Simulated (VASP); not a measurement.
Input of a VASP 6.6.1 run:

The input POSCAR:

```
Rh
1.0
    2.6540076897      0.0000000000      0.0000000000
   -1.3270038448      2.2984380811      0.0000000000
    0.0000000000      0.0000000000      8.6608224496
Rh
4
Direct
    0.0000000000      1.0000000000      0.0000000000
    0.0000000000      1.0000000000      0.5000000000
    0.3333333333      0.6666666667      0.2500000000
    0.6666666667      0.3333333333      0.7500000000
```

Contents of INCAR.step1:

```
SYSTEM = Rh
ALGO = Normal
EDIFF = 1E-4
ENCUT = 520
GGA = PE
ISMEAR = -1
LASPH = .TRUE.
LCHARG = .FALSE.
LREAL = .FALSE.
LWAVE = .TRUE.
NBANDS = 38
NELM = 80
PREC = Accurate
SIGMA = 0.1
```

File INCAR.step2:

```
SYSTEM = Rh
ALGO = Normal
EDIFF = 1E-6
ENCUT = 520
ISIF = 2
ISMEAR = -1
ISTART = 1
LASPH = .TRUE.
LCHARG = .TRUE.
LELF = .TRUE.
LMIXTAU = .TRUE.
LREAL = .FALSE.
LVHAR = .TRUE.
LWAVE = .FALSE.
METAGGA = R2SCAN
NBANDS = 38
NELM = 80
PREC = Accurate
SIGMA = 0.1
```

File KPOINTS:

```
k-points
0
G
  15 15 4
  0 0 0
```

Potentials or basis: VASP PAW PBE potentials, release 64 (Rh_pv).

The run is started by

```sh
$ cat potpaw_PBE.64/Rh_pv/POTCAR > POTCAR
$ cp INCAR.step1 INCAR
$ mpirun -np 1 vasp_std > vasp.out
$ cp INCAR.step2 INCAR
$ mpirun -np 1 vasp_std > vasp.out
```

Problem. Estimate the band gap on the k mesh.

Solution. Zero (bands 30 and 31 overlap by 2.10 eV).

Problem. What does it give for the pressure?

Solution. 14.2 GPa.

Stress tensor (GPa, compression positive):
```
14.19  0.00  0.00
 0.00 14.19  0.00
 0.00  0.00 14.28
```

Caveat: the cell stands under pressure; the PAW data sets were made with another functional, which shifts forces and pressure a little.
